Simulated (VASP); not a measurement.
# NaPbF3 in VASP: notebook

NaPbF3 is run at these levels: r2SCAN, PBE; tasks: single point.

Everything below comes from runs of VASP 6.6.1. Logs are shortened: lines on timing, memory, paths and dates and some standing lists are left out, and cuts for length are marked.

## 1. The cell of the first run

Symmetry: Pm-3m, No. 221, cubic system. The conventional cell has a = 4.767 Å, b = 4.767 Å, c = 4.767 Å, α = 90.00°, β = 90.00°, γ = 90.00°. Na (site symmetry m-3m) has 12 F at 3.37 Å and 8 Pb at 4.13 Å within 4.4 Å. Pb (site symmetry m-3m) has 6 F at 2.38 Å within 3.1 Å. F (site symmetry 4/mmm) has 2 Pb at 2.38 Å within 3.1 Å.

## 2. Single point, r2SCAN

Input file POSCAR:

```
NaPbF3
1.0
    4.7673900031      0.0000000000      0.0000000000
    0.0000000000      4.7673900031      0.0000000000
    0.0000000000      0.0000000000      4.7673900031
Na Pb F
1 1 3
Direct
    0.0000000000      0.0000000000      0.0000000000
    0.5000000000      0.5000000000      0.5000000000
    0.5000000000      0.5000000000      0.0000000000
    0.5000000000      0.0000000000      0.5000000000
    0.0000000000      0.5000000000      0.5000000000
```

Input file INCAR.step1:

```
SYSTEM = NaPbF3
ALGO = Normal
EDIFF = 1E-4
ENCUT = 520
GGA = PE
ISMEAR = 0
LASPH = .True.
LCHARG = .False.
LREAL = .False.
LWAVE = .True.
NBANDS = 29
NELM = 60
PREC = Accurate
SIGMA = 0.01
```

Input file INCAR.step2:

```
SYSTEM = NaPbF3
ALGO = Normal
EDIFF = 1E-6
ENCUT = 520
ISIF = 2
ISMEAR = 0
ISTART = 1
LASPH = .True.
LCHARG = .False.
LMIXTAU = .True.
LREAL = .False.
LWAVE = .False.
METAGGA = R2SCAN
NBANDS = 29
NELM = 60
PREC = Accurate
SIGMA = 0.01
```

Input file KPOINTS:

```
k-points
0
Gamma
  6 6 6
  0 0 0
```

Potentials or basis: VASP PAW PBE potentials, release 64 (Na_pv, Pb_d, F).

Launch:

```
$ cat potpaw_PBE.64/Na_pv/POTCAR potpaw_PBE.64/Pb_d/POTCAR potpaw_PBE.64/F/POTCAR > POTCAR
$ cp INCAR.step1 INCAR
$ mpirun -np 1 vasp_std > vasp.out
$ cp INCAR.step2 INCAR
$ mpirun -np 1 vasp_std > vasp.out
```

OUTCAR:

```text
SYSTEM = NaPbF3
   EDIFF = 1E-6
   ENCUT = 520
   ISIF = 2
   ISMEAR = 0
   ISTART = 1
   LASPH = .True.
   LREAL = .False.
   METAGGA = R2SCAN
   NELM = 60
   PREC = Accurate

 ion  position               nearest neighbor table
   1  0.000  0.000  0.000-
   2  0.500  0.500  0.500-   3 2.38   4 2.38   5 2.38   3 2.38   4 2.38   5 2.38
   3  0.500  0.500  0.000-   2 2.38   2 2.38
   4  0.500  0.000  0.500-   2 2.38   2 2.38
   5  0.000  0.500  0.500-   2 2.38   2 2.38

  LATTYP: Found a simple cubic cell.
 ALAT       =     4.7673900031

  Lattice vectors:

 A1 = (   4.7673900031,   0.0000000000,   0.0000000000)
 A2 = (   0.0000000000,   4.7673900031,   0.0000000000)
 A3 = (   0.0000000000,   0.0000000000,   4.7673900031)

Analysis of symmetry for initial positions (statically):
=====================================================================
 Subroutine PRICEL returns:
 Original cell was already a primitive cell.

 Routine SETGRP: Setting up the symmetry group for a
 simple cubic supercell.

 Subroutine GETGRP returns: Found 48 space group operations
 (whereof 48 operations were pure point group operations)
 out of a pool of 48 trial point group operations.

The static configuration has the point symmetry O_h .

Analysis of symmetry for dynamics (positions and initial velocities):
=====================================================================
 Subroutine PRICEL returns:
 Original cell was already a primitive cell.

 Routine SETGRP: Setting up the symmetry group for a
 simple cubic supercell.

 Subroutine GETGRP returns: Found 48 space group operations
 (whereof 48 operations were pure point group operations)
 out of a pool of 48 trial point group operations.

The dynamic configuration has the point symmetry O_h .

 Subroutine INISYM returns: Found 48 space group operations
 (whereof 48 operations are pure point group operations),
 and found     1 'primitive' translations

----------------------------------------------------------------------------------------

                                     Primitive cell

  volume of cell :     108.3533

  direct lattice vectors                    reciprocal lattice vectors
     4.767390003  0.000000000  0.000000000     0.209758379  0.000000000  0.000000000
[... 86 lines left out ...]
   NELM   =     60;   NELMIN=  2; NELMDL=  0     # of ELM steps
   EDIFF  = 0.1E-05   stopping-criterion for ELM
   LREAL  =      F    real-space projection
   EDIFFG = 0.1E-04   stopping-criterion for IOM
   NSW    =      0    number of steps for IOM
   IBRION =     -1    ionic relax: 0-MD 1-quasi-New 2-CG
   NFREE  =      0    steps in history (QN), initial steepest desc. (CG)
   ISIF   =      2    stress and relaxation
   ISYM   =      2    0-nonsym 1-usesym 2-fastsym
   POTIM  = 0.5000    time-step for ionic-motion
   TEBEG  =    0.0;   TEEND  =   0.0 temperature during run
   PSTRESS=    0.0 pullay stress
   NELECT =      42.0000    total number of electrons
   NUPDOWN=      -1.0000    fix difference up-down
   EMIN   =  10.00;   EMAX   =-10.00  energy-range for DOS
   EFERMI =   0.00;   METHOD = LEGACY
   ISMEAR =     0;   SIGMA  =   0.01  broadening in eV -4-tet -1-fermi 0-gaus
   EFERMI_NEDOS =   21; number of points for ismear=-14 and -15
   IALGO  =     38    algorithm
   IMIX   =      4    mixing-type and parameters
     AMIX     =   0.40;   BMIX     =  1.00
     AMIX_MAG =   1.60;   BMIX_MAG =  1.00
  volume/ion in A,a.u.               =      21.67       146.24
  Fermi-wavevector in a.u.,A,eV,Ry     =   1.193651  2.255673 19.385607  1.424802
  Thomas-Fermi vector in A             =   2.329660
   LORBIT       =      0    0 simple, 1 ext, 2 COOP (PROOUT), +10 PAW based schemes
   METAGGA = R2SCAN    functional components
   LHFCALC =     F    Hartree Fock is set to
   AEXX    =    0.0000 exact exchange contribution
   IVDW    =     0    specifies the selected vdW correction
   LEPSILON=     F    determine dielectric tensor
   LRPA    =     F    only Hartree local field effects (RPA)
 non-spin polarized calculation
 Gauss-broadening in eV      SIGMA  =   0.01
  energy-cutoff  :      520.00
  volume of cell :      108.35
 maximum number of plane-waves:      2968
 NGX is ok and might be reduce to    36
   NGX = 17   NGY = 17   NGZ = 17

 number of electron      41.9999959 magnetization

 Free energy of the ion-electron system (eV)
  ---------------------------------------------------
  ext. energy  EPLUGINS =         0.00000000
  ---------------------------------------------------
  free energy    TOTEN  =       -80.99245581 eV

  energy without entropy =      -80.99245581  energy(sigma->0) =      -80.99245581

 E-fermi :   1.4959     XC(G=0):  -7.9955

 val. band max:        1.3204236739   @ k =   0.5000   0.5000   0.5000
 cond. band min:       3.6858357582   @ k =   0.0000   0.0000   0.0000
 fundamental gap:      2.3654120843
 Fermi energy:         1.4958936166

 k-point     1 :       0.0000    0.0000    0.0000
  band No.  band energies     occupation
      1     -24.9991      2.00000
      2     -24.9991      2.00000
      3     -24.9991      2.00000
      4     -22.9661      2.00000
      5     -22.8182      2.00000
      6     -22.8182      2.00000
[... 629 lines left out ...]
     28       7.7039      0.00000
     29      13.5613      0.00000

------------------------ aborting loop because EDIFF is reached ----------------------------------------

  FORCE on cell =-STRESS in cart. coord.  units (eV):
  Direction    XX          YY          ZZ          XY          YZ          ZX
  --------------------------------------------------------------------------------------
  -------------------------------------------------------------------------------------
  Total       -0.0250714     -0.0250714     -0.0250714      0.0000000      0.0000000     -0.0000000
  in kB       -0.3707203     -0.3707203     -0.3707203      0.0000000      0.0000000     -0.0000000
  external PRESSURE =      -0.3707203 kB  Pullay stress =       0.0000000 kB

 VOLUME and BASIS-vectors are now :
 -----------------------------------------------------------------------------
  energy-cutoff  :      520.00
  volume of cell :      108.35
      direct lattice vectors                 reciprocal lattice vectors
     4.767390003  0.000000000  0.000000000     0.209758379  0.000000000  0.000000000
     0.000000000  4.767390003  0.000000000     0.000000000  0.209758379  0.000000000
     0.000000000  0.000000000  4.767390003     0.000000000  0.000000000  0.209758379

 POSITION                                       TOTAL-FORCE (eV/Angst)
 -----------------------------------------------------------------------------------
      0.00000      0.00000      0.00000         0.000000      0.000000      0.000000
      2.38370      2.38370      2.38370         0.000000      0.000000      0.000000
      2.38370      2.38370      0.00000         0.000000      0.000000      0.000000
      2.38370      0.00000      2.38370         0.000000      0.000000      0.000000
      0.00000      2.38370      2.38370         0.000000      0.000000      0.000000
 -----------------------------------------------------------------------------------
    total drift:                                0.000000      0.000000      0.000000

  FREE ENERGIE OF THE ION-ELECTRON SYSTEM (eV)
  ---------------------------------------------------
  free  energy   TOTEN  =       -80.9924558075 eV

  energy  without entropy=      -80.9924558075  energy(sigma->0) =      -80.99245581
```

OUTCAR.step1:

```text
SYSTEM = NaPbF3
   EDIFF = 1E-4
   ENCUT = 520
   GGA = PE
   ISMEAR = 0
[... 866 lines left out ...]
      2.38370      2.38370      2.38370         0.000000      0.000000      0.000000
      2.38370      2.38370      0.00000         0.000000      0.000000      0.000000
      2.38370      0.00000      2.38370         0.000000      0.000000      0.000000
      0.00000      2.38370      2.38370         0.000000      0.000000      0.000000
 -----------------------------------------------------------------------------------
    total drift:                                0.000000      0.000000      0.000000

  FREE ENERGIE OF THE ION-ELECTRON SYSTEM (eV)
  ---------------------------------------------------
  free  energy   TOTEN  =       -21.5334287570 eV

  energy  without entropy=      -21.5334287570  energy(sigma->0) =      -21.53342876
```

It took 76 s on 1 thread of Intel Xeon 6975P-C (Granite Rapids), shared host; peak memory 0.25 GiB.

What came out:

```
Free energy            : -80.9925 eV
Pressure               : 0.0 GPa
Band gap on the k mesh : 2.37 eV (least direct gap 3.67 eV)
```

Caveat: the PAW data sets were made with another functional, which shifts forces and pressure a little; spin-orbit coupling is left out, which moves the levels of the heavy elements. A k mesh can miss the band edges.

## 3. Single point, PBE (epitaxial xy strain -2.0%)

Input file INCAR:

```
SYSTEM = NaPbF3
PREC = Accurate
ENCUT = 520
EDIFF = 1E-7
ISMEAR = -1
SIGMA = 0.02
LREAL = .False.
LASPH = .True.
NELM = 60
ALGO = Normal
ISIF = 2
LWAVE = .False.
LCHARG = .False.
GGA = PE
NBANDS = 29
```

Input file KPOINTS:

```
regular mesh
0
Gamma
  6 6 6
  0 0 0
```

POSCAR: that of step 2 with these lines changed.

```diff
@@ -2,5 +2,5 @@
 1.0
-    4.7673900031      0.0000000000      0.0000000000
-    0.0000000000      4.7673900031      0.0000000000
-    0.0000000000      0.0000000000      4.7673900031
+    4.6720422030      0.0000000000      0.0000000000
+    0.0000000000      4.6720422030      0.0000000000
+    0.0000000000      0.0000000000      4.7987620335
 Na Pb F
```

Potentials or basis: VASP PAW PBE potentials, release 64 (Na_pv, Pb_d, F).

Launch:

```
$ cat potpaw_PBE.64/Na_pv/POTCAR potpaw_PBE.64/Pb_d/POTCAR potpaw_PBE.64/F/POTCAR > POTCAR
$ mpirun -np 1 vasp_std > vasp.out
```

Wall time 42 s (1 thread of Intel Xeon 6975P-C (Granite Rapids), shared host); peak memory 0.27 GiB.

Results (log left out):

```
Free energy            : -21.4681 eV
Pressure               : 3.0 GPa
Band gap on the k mesh : 1.63 eV (least direct gap 2.99 eV)
```

Stress tensor (GPa, compression positive):
```
3.79 0.00 0.00
0.00 3.79 0.00
0.00 0.00 1.27
```

Levels at points of the mesh, in eV from the valence-band top:
| k point | band 17 | band 18 | band 19 | band 20 | band 21 | band 22 | band 23 | band 24 | band 25 | band 26 |
| --- | --- | --- | --- | --- | --- | --- | --- | --- | --- | --- |
| (0.00, 0.00, 0.00) | -4.35 | -4.34 | -4.33 | -4.22 | -4.22 | 1.63 | 5.61 | 5.97 | 5.97 | 7.25 |
| (0.50, 0.00, 0.00) | -4.38 | -4.33 | -4.32 | -4.22 | -2.19 | 1.94 | 4.58 | 5.74 | 6.11 | 6.11 |
| (0.50, 0.50, 0.00) | -4.40 | -4.40 | -4.22 | -4.00 | -0.93 | 2.97 | 2.97 | 3.44 | 5.59 | 7.26 |
| (0.00, 0.00, 0.50) | -4.34 | -4.34 | -4.26 | -4.26 | -2.37 | 1.81 | 4.60 | 5.91 | 6.12 | 6.12 |
| (0.50, 0.00, 0.50) | -4.38 | -4.25 | -4.20 | -3.96 | -1.07 | 2.81 | 2.96 | 3.37 | 5.98 | 7.15 |
| (0.50, 0.50, 0.50) | -4.19 | -3.99 | -3.95 | -3.95 | 0.00 | 2.99 | 3.18 | 3.18 | 3.58 | 5.78 |

Caveat: the cell differs from its parent crystal (epitaxial xy strain -2.0%); spin-orbit coupling is left out, which moves the levels of the heavy elements. A k mesh can miss the band edges.

## 4. Single point, r2SCAN (epitaxial xy strain -2.0%)

POSCAR is that of step 3.

Input file INCAR.step1:

```
SYSTEM = NaPbF3
PREC = Accurate
ENCUT = 520
ISMEAR = 0
SIGMA = 0.01
LREAL = .False.
LASPH = .True.
NELM = 80
NBANDS = 29
GGA = PE
ALGO = Normal
EDIFF = 1E-4
LWAVE = .True.
LCHARG = .False.
```

Input file INCAR.step2:

```
SYSTEM = NaPbF3
PREC = Accurate
ENCUT = 520
EDIFF = 1E-6
ISMEAR = 0
SIGMA = 0.01
LREAL = .False.
LASPH = .True.
NELM = 80
ALGO = Normal
ISIF = 2
LWAVE = .False.
LCHARG = .True.
METAGGA = R2SCAN
LMIXTAU = .True.
LELF = .True.
LVHAR = .True.
NBANDS = 29
ISTART = 1
```

KPOINTS is that of step 3.

Launch:

```
$ cat potpaw_PBE.64/Na_pv/POTCAR potpaw_PBE.64/Pb_d/POTCAR potpaw_PBE.64/F/POTCAR > POTCAR
$ cp INCAR.step1 INCAR
$ mpirun -np 1 vasp_std > vasp.out
$ cp INCAR.step2 INCAR
$ mpirun -np 1 vasp_std > vasp.out
```

Wall time 2.6 min (1 thread of Intel Xeon 6975P-C (Granite Rapids), shared host); peak memory 0.29 GiB.

It converged, with:

```
Free energy            : -80.9550 eV
Pressure               : 1.7 GPa
Band gap on the k mesh : 2.13 eV (least direct gap 3.41 eV)
```

Stress tensor (GPa, compression positive):
```
 2.54  0.00  0.00
 0.00  2.54  0.00
 0.00  0.00 -0.04
```

Levels at points of the mesh, in eV from the valence-band top:
| k point | band 19 | band 20 | band 21 | band 22 | band 23 | band 24 |
| --- | --- | --- | --- | --- | --- | --- |
| (0.00, 0.00, 0.00) | -4.63 | -4.52 | -4.52 | 2.13 | 6.06 | 6.44 |
| (0.50, 0.00, 0.00) | -4.62 | -4.52 | -2.27 | 2.39 | 4.95 | 6.18 |
| (0.50, 0.50, 0.00) | -4.49 | -4.31 | -0.96 | 3.37 | 3.37 | 4.09 |
| (0.00, 0.00, 0.50) | -4.56 | -4.56 | -2.47 | 2.25 | 4.97 | 6.57 |
| (0.50, 0.00, 0.50) | -4.46 | -4.26 | -1.11 | 3.20 | 3.35 | 4.01 |
| (0.50, 0.50, 0.50) | -4.26 | -4.26 | 0.00 | 3.41 | 3.61 | 3.61 |

Caveat: the cell differs from its parent crystal (epitaxial xy strain -2.0%); the PAW data sets were made with another functional, which shifts forces and pressure a little; spin-orbit coupling is left out, which moves the levels of the heavy elements.

(Continued in part 2 of 2.)
